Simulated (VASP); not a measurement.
Runs of VASP 6.6.1 on Fe. The structure is that of space group I4/mmm (No. 139), or close to it. The cells are those of the table. 

```tsv
task	cell	cutoff (eV)	gap on the mesh (eV)	pressure (GPa)	moment (μB)
single point	a = 2.749, b = 2.462, c = 2.428 Å, angles 68.4, 56.4, 55.2°, 1 atom	600	none	3.3	2.19
single point	a = 2.722, b = 2.444, c = 2.379 Å, angles 68.7, 56.8, 54.5°, 1 atom	600	none	12.1	2.10
electric field gradients	a = 2.777, b = 2.487, c = 2.453 Å, angles 68.4, 56.4, 55.2°, 1 atom	520	none	-2.1	2.25
electric field gradients	a = 2.722, b = 2.444, c = 2.379 Å, angles 68.7, 56.8, 54.5°, 1 atom	520	none	12.1	2.10
electric field gradients	a = 2.735, b = 2.440, c = 2.453 Å, angles 68.0, 55.8, 56.2°, 1 atom	520	none	(a)	2.19
```

Alike in all rows: level PBE; potentials or basis VASP PAW PBE potentials, release 64 (Fe); spin collinear, ferromagnetic start; k mesh 16 × 16 × 16; smearing fermi-dirac 0.05 eV.

Problem. Estimate the missing entries.

Solution. (a) 3.6.

Caveats: the stress differs along the axes, from -2 to 8 GPa (at least some runs); the stress differs along the axes, from 7 to 19 GPa (at least some runs); the stress differs along the axes, from -7 to 2 GPa (at least some runs); the stress differs along the axes, from 6 to 19 GPa (at least some runs); the stress differs along the axes, from -3 to 7 GPa (at least some runs).

A gap of «none» marks levels without a gap at the run's occupations.
